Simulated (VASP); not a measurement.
A run of VASP 6.6.1 is set up as follows.

File INCAR:

```
SYSTEM = InSb
PREC = Accurate
ENCUT = 520
EDIFF = 1E-8
ISMEAR = -1
SIGMA = 0.08
LREAL = .FALSE.
LASPH = .TRUE.
NELM = 80
ALGO = Normal
ISIF = 2
LWAVE = .FALSE.
LCHARG = .FALSE.
LEFG = .TRUE.
NBANDS = 26
```

KPOINTS

```
Automatic mesh
0
G
  6 6 11
  0 0 0
```

Contents of POSCAR:

```
InSb
1.0
    5.2476427844      0.0000000000      0.0000000000
    0.0000000000      5.5953958530      0.0000000000
    0.0000000000      0.0000000000      3.0004722510
In Sb
2 2
Direct
    0.0000000000      0.0000000000      0.0000000000
    0.5000000000      0.5000000000      0.0000000000
    0.5000000000      0.0000000000      0.8350000000
    0.0000000000      0.5000000000      0.1650000000
```

Potentials or basis: VASP PAW LDA potentials, release 64 (In_d, Sb).

Launch:

```sh
$ cat potpaw_LDA.64/In_d/POTCAR potpaw_LDA.64/Sb/POTCAR > POTCAR
$ mpirun -np 1 vasp_std > vasp.out
```

What does it give for the pressure?

19.6 GPa.

Predict the band gap on the k mesh.

zero (band 18 reaches 12.19 eV, above the bottom of band 19 at 8.57 eV).

Predict the largest force.

0.793 eV/Å.

Stress tensor (GPa, compression positive):
```
33.52  0.00  0.00
 0.00 15.98  0.00
 0.00  0.00  9.44
```

Caveat: without QUAD_EFG the Cq values of the log hold for a quadrupole moment of 1 mb, not for the nuclei; spin-orbit coupling is left out, which moves the levels of the heavy elements.
